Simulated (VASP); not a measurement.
Runs of VASP 6.6.1 on InSb3. The structure is that of space group Pm-3m (No. 221), or close to it. The cells are those of the table. 

```tsv
task	level	potentials or basis	cell	k mesh	cutoff (eV)	grid for exact exchange (PRECFOCK)	share of exact exchange	screening parameter	gap on the mesh (eV)	pressure (GPa)
relaxation of cell and atoms	r2SCAN	VASP PAW PBE potentials, release 64 (Sb, In_d)	relaxed from a = 4.806 Å, 4 atoms	6 × 6 × 6	600	-	-	-	none	0.0
single point	r2SCAN	VASP PAW PBE potentials, release 64 (Sb, In_d)	a = 4.789 Å, 4 atoms	6 × 6 × 6	520	-	-	-	none	0.0
single point	r2SCAN	VASP PAW PBE potentials, release 64 (Sb, In_d)	a = 4.667 Å, 4 atoms	6 × 6 × 6	520	-	-	-	none	(b)
relaxation of cell and atoms	r2SCAN	VASP PAW PBE potentials, release 64 (Sb, In_d)	relaxed to 2 GPa from a = 4.806 Å, 4 atoms	6 × 6 × 6	600	-	-	-	none	2.0
single point	r2SCAN	VASP PAW PBE potentials, release 64 (Sb, In_d)	a = 4.576 Å, 4 atoms	6 × 6 × 6	520	-	-	-	none	10.0
single point	r2SCAN	VASP PAW PBE potentials, release 64 (Sb, In_d)	a = 4.444 Å, 4 atoms	6 × 6 × 6	520	-	-	-	none	20.1
single point	PBE-based screened hybrid with 40 % exact exchange	VASP PAW PBE potentials, release 64 (Sb_d_GW, In_d)	a = 4.806 Å, 4 atoms	3 × 3 × 3	400	Normal	0.4	0.2 1/Å	none	-3.8
single point	r2SCAN	VASP PAW PBE potentials, release 64 (Sb, In_d)	a = 4.349 Å, 4 atoms	6 × 6 × 6	520	-	-	-	none	30.3
single point	PBE-based screened hybrid with 50 % exact exchange	VASP PAW PBE potentials, release 64 (Sb_d_GW, In_d)	a = 4.806 Å, 4 atoms	3 × 3 × 3	400	Normal	0.5	0.2 1/Å	none	(a)
single point	r2SCAN	VASP PAW PBE potentials, release 64 (Sb, In_d)	a = 4.735 Å, 4 atoms	6 × 6 × 6	520	-	-	-	none	2.0
```

Alike in all rows: no spin polarisation; smearing fermi-dirac 0.05 eV.

Estimate the missing entries.

(a) -4.5; (b) 5.0.

Caveats: some runs use coarse meshes; the PAW data sets were made with another functional, which shifts forces and pressure a little; spin-orbit coupling is left out, which moves the levels of the heavy elements; the cell stands under pressure (at least some runs); the cell is relaxed towards a set pressure, so the run minimises the enthalpy, not the energy (at least some runs).

A k mesh can miss the band edges, and the runs leave out spin-orbit coupling on In, Sb.

A gap of «none» marks levels without a gap at the run's occupations.

The runs don't all hold the same shells in valence.
